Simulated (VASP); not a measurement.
Here is a VASP 6.6.1 calculation.

The input INCAR:

```
ALGO = Normal
EDIFF = 1E-6
ENCUT = 520
GGA = PE
ISIF = 2
ISMEAR = -1
IVDW = 12
LASPH = True
LCHARG = False
LREAL = False
LWAVE = False
NBANDS = 56
NELM = 60
PREC = Accurate
SIGMA = 0.05
```

The input KPOINTS:

```
k-points
0
Gamma
  5 8 4
```

The input POSCAR:

```
HfO2
1.0
    5.5542884010      0.0000000000      0.0000000000
    0.0000000000      3.3206124503      0.0000000000
    0.0000000000      0.0000000000      6.4915320467
Hf O
4 8
Direct
    0.7477864776      0.7500000000      0.6097827933
    0.2522135224      0.2500000000      0.3902172067
    0.2477864776      0.7500000000      0.8902172067
    0.7522135224      0.2500000000      0.1097827933
    0.6400543011      0.2500000000      0.4245338372
    0.3599456989      0.7500000000      0.5754661628
    0.1400543011      0.2500000000      0.0754661628
    0.8599456989      0.7500000000      0.9245338372
    0.5225785051      0.2500000000      0.8400560951
    0.4774214949      0.7500000000      0.1599439049
    0.0225785051      0.2500000000      0.6599439049
    0.9774214949      0.7500000000      0.3400560951
```

Potentials or basis: VASP PAW PBE potentials, release 64 (Hf_pv, O).

Launch:

```console
$ cat potpaw_PBE.64/Hf_pv/POTCAR potpaw_PBE.64/O/POTCAR > POTCAR
$ mpirun -np 1 vasp_std > vasp.out
```

Task: Estimate the dispersion energy per atom.

Result: -0.261 eV.

Task: Estimate the largest force.

Result: 0.067 eV/Å.

Task: Estimate the pressure.

Result: -3.7 GPa.

Task: Predict the band gap on the k mesh.

Result: 3.36 eV.

Forces on the atoms (eV/Å):
```
Hf  -0.005  0.000 -0.067
Hf   0.005  0.000  0.067
Hf  -0.005  0.000  0.067
Hf   0.005  0.000 -0.067
O   -0.006  0.000  0.012
O    0.006  0.000 -0.012
O   -0.006  0.000 -0.012
O    0.006  0.000  0.012
O   -0.015  0.000  0.065
O    0.015  0.000 -0.065
O   -0.015  0.000 -0.065
O    0.015  0.000  0.065
```

Caveat: the cell stands under tension; spin-orbit coupling is left out, which moves the levels of the heavy elements. A k mesh can miss the band edges.
